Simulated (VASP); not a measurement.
Crystal: MgSn4N.

```
Mg Sn N
1.0
     4.89212    0.00000    0.00000
     0.00000    4.89212    0.00000
     0.00000    0.00000    6.98130
Mg Sn N
1 4 1
Direct
  0.00000 0.00000 0.00000
  0.50000 0.00000 0.76288
  0.00000 0.50000 0.23712
  0.50000 0.00000 0.23712
  0.00000 0.50000 0.76288
  0.50000 0.50000 0.50000
```

The cell was generated, and may not be a known phase.

* Program: VASP 6.6.1
* Task: relaxation of cell and atoms
* Functional: PBE
* Potentials or basis: VASP PAW PBE potentials, release 64 (Mg, Sn_d, N)
* Cutoff: 600 eV
* k mesh: 4 × 4 × 4
* Occupations: gaussian, width 0.1 eV
* Spin: no spin polarisation

At the start: pressure -4.4 GPa; volume 27.85 Å³/atom.

Where does the relaxation end?

Over 17 steps the energy falls by 226.0 meV/atom and the volume is 24.19 Å³/atom (-13.1 %); space group P4/mmm (No. 123, to 0.1 Å) before and after.

Step by step:
| step | energy change (eV) | largest force (eV/Å) | pressure (GPa) | volume (Å³) |
| --- | --- | --- | --- | --- |
| 1 | 0.0000 | 1.0734 | -4.36 | 167.08 |
| 2 | -0.5581 | 1.2430 | -1.06 | 149.40 |
| 3 | -0.6841 | 1.2665 | 2.92 | 137.53 |
| 4 | -1.0574 | 0.7337 | 3.50 | 135.24 |
| 5 | -1.1273 | 0.4224 | 5.63 | 132.56 |
| 6 | -1.1703 | 0.4463 | 4.16 | 133.95 |
| 7 | -1.1776 | 0.0087 | 4.79 | 133.17 |
| 8 | -1.1833 | 0.1981 | 4.51 | 133.49 |
| 9 | -1.3333 | 0.0523 | -0.89 | 147.45 |
| 10 | -1.3399 | 0.0607 | -0.12 | 144.81 |
| 11 | -1.3398 | 0.0636 | 0.04 | 144.58 |
| 12 | -1.3422 | 0.0725 | 0.03 | 144.53 |
| 13 | -1.3476 | 0.1059 | 0.08 | 144.38 |
| 14 | -1.3507 | 0.1342 | 0.26 | 144.01 |
| 15 | -1.3511 | 0.1327 | 0.21 | 144.14 |
| 16 | -1.3533 | 0.0958 | 0.16 | 144.42 |
| 17 | -1.3558 | 0.0042 | 0.03 | 145.11 |

Final structure:
```xyz
6
Lattice="4.6382 0.0000 0.0000 0.0000 4.6382 0.0000 0.0000 0.0000 6.7455" Properties=species:S:1:pos:R:3 pbc="T T T"
Mg    0.0000    0.0000    0.0000
Sn    2.3191    0.0000    4.8131
Sn    0.0000    2.3191    1.9324
Sn    2.3191    0.0000    1.9324
Sn    4.6382    2.3191    4.8131
N     2.3191    2.3191    3.3728
```
